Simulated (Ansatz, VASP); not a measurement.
One calculation of Te2Mo, two programs

```
Te Mo
1.0
    -1.77853   -3.08051    0.00000
     1.77853   -3.08051    0.00000
     0.00000   -1.02704   15.20472
Te Mo
4 2
Direct
  0.64481 0.64481 0.13109
  0.22813 0.22813 0.63109
  0.60517 0.60517 0.36891
  0.18849 0.18849 0.86891
  0.54164 0.54164 0.75000
  0.29166 0.29166 0.25000
```

Alike in both runs: task single point; functional PBE; k mesh 9 × 9 × 2; occupations gaussian, width 0.05 eV; no spin polarisation.

|  | VASP | Ansatz |
| --- | --- | --- |
| version | VASP 6.6.1 | Ansatz 0.2.0 |
| potentials or method | VASP PAW PBE potentials, release 64 (Te, Mo_sv), cutoff 520 eV | scalar-relativistic, plane waves, PAW |
| valence electrons in the cell | 52 | 92 |

|  | VASP | Ansatz | Ansatz less VASP |
| --- | --- | --- | --- |
| gap on the k mesh at the Fermi level (eV) | 1.03 | 1.03 | +0.001 |
| least direct gap on the mesh (eV) | 1.03 | 1.03 | +0.001 |
| pressure (GPa) | 0.1 | 0.1 | -0.01 |
| traceless stress, the component that is largest in VASP (GPa) | 0.15 | 0.09 | -0.056 |
| rms of the force components (eV/Å) | 0.008 | 0.010 | +0.0024 |

Atom by atom the forces differ by 0.006 eV/Å (rms over components). The functional is the same, so the differences come from potentials, cutoffs and numerics. VASP's potentials hold 52 valence electrons a cell and Ansatz's 92, so a difference there can come from the potentials and not from the codes.

Neither program's run includes spin-orbit coupling.
